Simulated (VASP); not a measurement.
# N2 in VASP: a series of runs

N2 is run at these levels: PBE; tasks: single point, relaxation of the atoms.

Everything below comes from runs of VASP 6.6.1. Logs are shortened: lines on timing, memory, paths and dates and some standing lists are left out, and cuts for length are marked.

**1. The cell of the first run**

The cell holds a molecule in a box, 2 atoms: a = 13.000 Å, b = 13.300 Å, c = 13.600 Å, α = 90.00°, β = 90.00°, γ = 90.00°.

**2. Single point, PBE**

File INCAR:

```
PREC = Accurate
ENCUT = 520
EDIFF = 1E-7
ISMEAR = 0
SIGMA = 0.01
LREAL = F
LASPH = T
NELM = 60
ALGO = Normal
ISIF = 2
LWAVE = F
LCHARG = F
GGA = PE
NBANDS = 12
```

File KPOINTS:

```
regular mesh
0
Gamma
  1 1 1
```

File POSCAR:

```
N
1.0
   13.0000000000      0.0000000000      0.0000000000
    0.0000000000     13.3000000000      0.0000000000
    0.0000000000      0.0000000000     13.6000000000
N
2
Direct
    0.4576092116      0.5000000000      0.5000000000
    0.5423907884      0.5000000000      0.5000000000
```

Potentials or basis: VASP PAW PBE potentials, release 64 (N).

Command:

```console
$ cat potpaw_PBE.64/N/POTCAR > POTCAR
$ mpirun -np 1 vasp_gam > vasp.out
```

OUTCAR:

```text
PREC = Accurate
   ENCUT = 520
   EDIFF = 1E-7
   ISMEAR = 0
   LREAL = F
   LASPH = T
   NELM = 60
   ISIF = 2
   GGA = PE

 ion  position               nearest neighbor table
   1  0.458  0.500  0.500-   2 1.10
   2  0.542  0.500  0.500-   1 1.10

  LATTYP: Found a simple orthorhombic cell.
 ALAT       =    13.0000000000
 B/A-ratio  =     1.0230769231
 C/A-ratio  =     1.0461538462

  Lattice vectors:

 A1 = (  13.0000000000,   0.0000000000,   0.0000000000)
 A2 = (   0.0000000000,  13.3000000000,   0.0000000000)
 A3 = (   0.0000000000,   0.0000000000,  13.6000000000)

Analysis of symmetry for initial positions (statically):
=====================================================================
 Subroutine PRICEL returns:
 Original cell was already a primitive cell.

 Routine SETGRP: Setting up the symmetry group for a
 simple orthorhombic supercell.

 Subroutine GETGRP returns: Found  8 space group operations
 (whereof  8 operations were pure point group operations)
 out of a pool of  8 trial point group operations.

The static configuration has the point symmetry D_2h.

Analysis of symmetry for dynamics (positions and initial velocities):
=====================================================================
 Subroutine PRICEL returns:
 Original cell was already a primitive cell.

 Routine SETGRP: Setting up the symmetry group for a
 simple orthorhombic supercell.

 Subroutine GETGRP returns: Found  8 space group operations
 (whereof  8 operations were pure point group operations)
 out of a pool of  8 trial point group operations.

The dynamic configuration has the point symmetry D_2h.

 Subroutine INISYM returns: Found  8 space group operations
 (whereof  8 operations are pure point group operations),
 and found     1 'primitive' translations

----------------------------------------------------------------------------------------

                                     Primitive cell

  volume of cell :    2351.4400

  direct lattice vectors                    reciprocal lattice vectors
    13.000000000  0.000000000  0.000000000     0.076923077  0.000000000  0.000000000
     0.000000000 13.300000000  0.000000000     0.000000000  0.075187970  0.000000000
     0.000000000  0.000000000 13.600000000     0.000000000  0.000000000  0.073529412

  length of vectors
    13.000000000 13.300000000 13.600000000     0.076923077  0.075187970  0.073529412
[... 55 lines left out ...]
   ENCUT  =  520.0 eV  38.22 Ry    6.18 a.u.  24.17 24.73 25.29*2*pi/ulx,y,z
   NELM   =     60;   NELMIN=  2; NELMDL= -5     # of ELM steps
   EDIFF  = 0.1E-06   stopping-criterion for ELM
   LREAL  =      F    real-space projection
   EDIFFG = 0.1E-05   stopping-criterion for IOM
   NSW    =      0    number of steps for IOM
   IBRION =     -1    ionic relax: 0-MD 1-quasi-New 2-CG
   NFREE  =      0    steps in history (QN), initial steepest desc. (CG)
   ISIF   =      2    stress and relaxation
   ISYM   =      2    0-nonsym 1-usesym 2-fastsym
   POTIM  = 0.5000    time-step for ionic-motion
   TEBEG  =    0.0;   TEEND  =   0.0 temperature during run
   PSTRESS=    0.0 pullay stress
   NELECT =      10.0000    total number of electrons
   NUPDOWN=      -1.0000    fix difference up-down
   EMIN   =  10.00;   EMAX   =-10.00  energy-range for DOS
   EFERMI =   0.00;   METHOD = LEGACY
   ISMEAR =     0;   SIGMA  =   0.01  broadening in eV -4-tet -1-fermi 0-gaus
   EFERMI_NEDOS =   21; number of points for ismear=-14 and -15
   IALGO  =     38    algorithm
   IMIX   =      4    mixing-type and parameters
     AMIX     =   0.40;   BMIX     =  1.00
     AMIX_MAG =   1.60;   BMIX_MAG =  1.00
  volume/ion in A,a.u.               =    1175.72      7934.15
  Fermi-wavevector in a.u.,A,eV,Ry     =   0.265235  0.501221  0.957162  0.070349
  Thomas-Fermi vector in A             =   1.098169
   LORBIT       =      0    0 simple, 1 ext, 2 COOP (PROOUT), +10 PAW based schemes
   GGA     = PE    functional components
   LHFCALC =     F    Hartree Fock is set to
   AEXX    =    0.0000 exact exchange contribution
   IVDW    =     0    specifies the selected vdW correction
   LEPSILON=     F    determine dielectric tensor
   LRPA    =     F    only Hartree local field effects (RPA)
 non-spin polarized calculation
 Gauss-broadening in eV      SIGMA  =   0.01
  energy-cutoff  :      520.00
  volume of cell :     2351.44
 maximum number of plane-waves:     31662
 NGX is ok and might be reduce to    98
   NGX = 49   NGY = 49   NGZ = 51

 number of electron      10.0000001 magnetization

 Free energy of the ion-electron system (eV)
  ---------------------------------------------------
  ext. energy  EPLUGINS =         0.00000000
  ---------------------------------------------------
  free energy    TOTEN  =       -16.64252106 eV

  energy without entropy =      -16.64252106  energy(sigma->0) =      -16.64252106

 E-fermi : -10.0855     XC(G=0):  -0.2753

 val. band max:      -10.1574481965   @ k =   0.0000   0.0000   0.0000
 cond. band min:      -1.9585921417   @ k =   0.0000   0.0000   0.0000
 fundamental gap:      8.1988560548
 Fermi energy:       -10.0854801624

 k-point     1 :       0.0000    0.0000    0.0000
  band No.  band energies     occupation
      1     -28.3116      2.00000
      2     -13.4239      2.00000
      3     -11.5792      2.00000
      4     -11.5792      2.00000
      5     -10.1574      2.00000
      6      -1.9586      0.00000
      7      -1.9586      0.00000
      8      -0.1442      0.00000
      9       0.5975      0.00000
     10       0.6384      0.00000
     11       0.6678      0.00000
     12       0.8230      0.00000

------------------------ aborting loop because EDIFF is reached ----------------------------------------

  FORCE on cell =-STRESS in cart. coord.  units (eV):
  Direction    XX          YY          ZZ          XY          YZ          ZX
  --------------------------------------------------------------------------------------
  -------------------------------------------------------------------------------------
  Total        1.8293808     -0.0553579     -0.0564668      0.0000000      0.0000000      0.0000000
  in kB        1.2464670     -0.0377186     -0.0384742      0.0000000      0.0000000      0.0000000
  external PRESSURE =       0.3900914 kB  Pullay stress =       0.0000000 kB

 VOLUME and BASIS-vectors are now :
 -----------------------------------------------------------------------------
  energy-cutoff  :      520.00
  volume of cell :     2351.44
      direct lattice vectors                 reciprocal lattice vectors
    13.000000000  0.000000000  0.000000000     0.076923077  0.000000000  0.000000000
     0.000000000 13.300000000  0.000000000     0.000000000  0.075187970  0.000000000
     0.000000000  0.000000000 13.600000000     0.000000000  0.000000000  0.073529412

 POSITION                                       TOTAL-FORCE (eV/Angst)
 -----------------------------------------------------------------------------------
      5.94892      6.65000      6.80000        -1.737672      0.000000      0.000000
      7.05108      6.65000      6.80000         1.737672      0.000000     -0.000000
 -----------------------------------------------------------------------------------
    total drift:                               -0.000000      0.000000      0.000000

  FREE ENERGIE OF THE ION-ELECTRON SYSTEM (eV)
  ---------------------------------------------------
  free  energy   TOTEN  =       -16.6425210610 eV

  energy  without entropy=      -16.6425210610  energy(sigma->0) =      -16.64252106
```

stdout:

```text
POSCAR found type information on POSCAR N
 POSCAR found :  1 types and       2 ions
 scaLAPACK will be used
 LDA part: xc-table for (Slater+PW92), standard interpolation
 POSCAR, INCAR and KPOINTS ok, starting setup
 FFT: planning ... GRIDC
 FFT: planning ... GRID_SOFT
 FFT: planning ... GRID
 WAVECAR not read
 entering main loop
```

Wall time 5.9 min (1 thread of AMD EPYC 7R13, shared host); peak memory 1.3 GiB.

What came out:

```yaml
Free_energy: -16.6425 eV
Largest_force: 1.738 eV/Å
Gap_between_the_frontier_levels: 8.20 eV
```

Forces on the atoms (eV/Å):
```
N   -1.738  0.000  0.000
N    1.738  0.000  0.000
```

Caveat: the standard files for N, O and F lose accuracy on very short bonds.

**3. Relaxation of the atoms, PBE**

File INCAR:

```
SYSTEM = N
  PREC = Accurate
  ENCUT = 520
  EDIFF = 1E-6
  ISMEAR = 0
  SIGMA = 0.01
  LREAL = .FALSE.
  LASPH = .TRUE.
  NELM = 80
  ALGO = Normal
  ISIF = 2
  LWAVE = .FALSE.
  LCHARG = .FALSE.
  GGA = PE
  IBRION = 2
  NSW = 60
  EDIFFG = -0.005
```

File KPOINTS:

```
regular mesh
0
G
  1 1 1
  0 0 0
```

File POSCAR:

```
N
1.0
   13.0000000000      0.0000000000      0.0000000000
    0.0000000000     13.3000000000      0.0000000000
    0.0000000000      0.0000000000     13.6000000000
N
2
Direct
    0.4573076923      0.5000000000      0.5000000000
    0.5426923077      0.5000000000      0.5000000000
```

Potentials or basis: VASP PAW PBE potentials, release 64 (N).

Command:

```console
$ cat potpaw_PBE.64/N/POTCAR > POTCAR
$ mpirun -np 1 vasp_gam > vasp.out
```

OUTCAR:

```text
SYSTEM = N
   PREC = Accurate
   ENCUT = 520
   EDIFF = 1E-6
   ISMEAR = 0
   LREAL = .FALSE.
   LASPH = .TRUE.
   NELM = 80
   ISIF = 2
   GGA = PE
   IBRION = 2
   NSW = 60
   EDIFFG = -0.005

 ion  position               nearest neighbor table
   1  0.457  0.500  0.500-   2 1.11
   2  0.543  0.500  0.500-   1 1.11

  LATTYP: Found a simple orthorhombic cell.
 ALAT       =    13.0000000000
 B/A-ratio  =     1.0230769231
 C/A-ratio  =     1.0461538462

  Lattice vectors:

 A1 = (  13.0000000000,   0.0000000000,   0.0000000000)
 A2 = (   0.0000000000,  13.3000000000,   0.0000000000)
 A3 = (   0.0000000000,   0.0000000000,  13.6000000000)

Analysis of symmetry for initial positions (statically):
=====================================================================
 Subroutine PRICEL returns:
 Original cell was already a primitive cell.

 Routine SETGRP: Setting up the symmetry group for a
 simple orthorhombic supercell.

 Subroutine GETGRP returns: Found  8 space group operations
 (whereof  8 operations were pure point group operations)
[... 129 lines left out ...]
 NGX is ok and might be reduce to    98
   NGX = 49   NGY = 49   NGZ = 51

--------------------------------------- Ionic step        1  -------------------------------------------

 number of electron      10.0000003 magnetization

 Free energy of the ion-electron system (eV)
  ---------------------------------------------------
  ext. energy  EPLUGINS =         0.00000000
  ---------------------------------------------------
  free energy    TOTEN  =       -16.65119182 eV

  energy without entropy =      -16.65119182  energy(sigma->0) =      -16.65119182

------------------------ aborting loop because EDIFF is reached ----------------------------------------

  FORCE on cell =-STRESS in cart. coord.  units (eV):
  Direction    XX          YY          ZZ          XY          YZ          ZX
  --------------------------------------------------------------------------------------
  -------------------------------------------------------------------------------------
  Total        0.4611812     -0.0517044     -0.0528567      0.0000000      0.0000000      0.0000000
  in kB        0.3142304     -0.0352293     -0.0360144      0.0000000      0.0000000      0.0000000
  external PRESSURE =       0.0809956 kB  Pullay stress =       0.0000000 kB
[... 59 lines left out ...]
--------------------------------------- Ionic step        3  -------------------------------------------

 number of electron      10.0000003 magnetization

 Free energy of the ion-electron system (eV)
  ---------------------------------------------------
  ext. energy  EPLUGINS =         0.00000000
  ---------------------------------------------------
  free energy    TOTEN  =       -16.65196329 eV

  energy without entropy =      -16.65196329  energy(sigma->0) =      -16.65196329

 E-fermi : -10.0672     XC(G=0):  -0.2724

 val. band max:      -10.1514473449   @ k =   0.0000   0.0000   0.0000
 cond. band min:      -2.0863983726   @ k =   0.0000   0.0000   0.0000
 fundamental gap:      8.0650489723
 Fermi energy:       -10.0671938352

 k-point     1 :       0.0000    0.0000    0.0000
  band No.  band energies     occupation
      1     -28.1377      2.00000
      2     -13.5037      2.00000
      3     -11.4888      2.00000
      4     -11.4888      2.00000
      5     -10.1514      2.00000
      6      -2.0864      0.00000
      7      -2.0864      0.00000
      8      -0.1394      0.00000
      9       0.5798      0.00000
[... 27 lines left out ...]
  FREE ENERGIE OF THE ION-ELECTRON SYSTEM (eV)
  ---------------------------------------------------
  free  energy   TOTEN  =       -16.6519632947 eV

  energy  without entropy=      -16.6519632947  energy(sigma->0) =      -16.65196329

 reached required accuracy - stopping structural energy minimisation
```

Wall time 11 min (1 thread of AMD EPYC 7R13, shared host); peak memory 1.4 GiB.

Results:

| Quantity | Value |
| --- | --- |
| Free energy | -16.6520 eV |
| Energy gained by relaxing | 0.4 meV/atom |
| Ionic steps | 3 |
| Gap between the frontier levels | 8.06 eV |

Forces in eV/Å, atoms in the order of the input:
```
N    0.003  0.000  0.000
N   -0.003  0.000  0.000
```

The path:
```tsv
step	energy change (eV)	largest force (eV/Å)	pressure (GPa)
1	0.0000	0.4868	0.01
2	0.1287	5.5861	-0.15
3	-0.0008	0.0029	0.00
```

Final structure:
```xyz
2
Lattice="13.0000 0.0000 0.0000 0.0000 13.3000 0.0000 0.0000 0.0000 13.6000" Properties=species:S:1:pos:R:3 pbc="T T T"
N     5.9434    6.6500    6.8000
N     7.0566    6.6500    6.8000
```

Levels at points of the mesh, in eV from the valence-band top:
| k point | band 1 | band 2 | band 3 | band 4 | band 5 | band 6 | band 7 | band 8 | band 9 |
| --- | --- | --- | --- | --- | --- | --- | --- | --- | --- |
| (0.00, 0.00, 0.00) | -17.99 | -3.35 | -1.34 | -1.34 | 0.00 | 8.07 | 8.07 | 10.01 | 10.73 |

Caveat: the standard files for N, O and F lose accuracy on very short bonds.
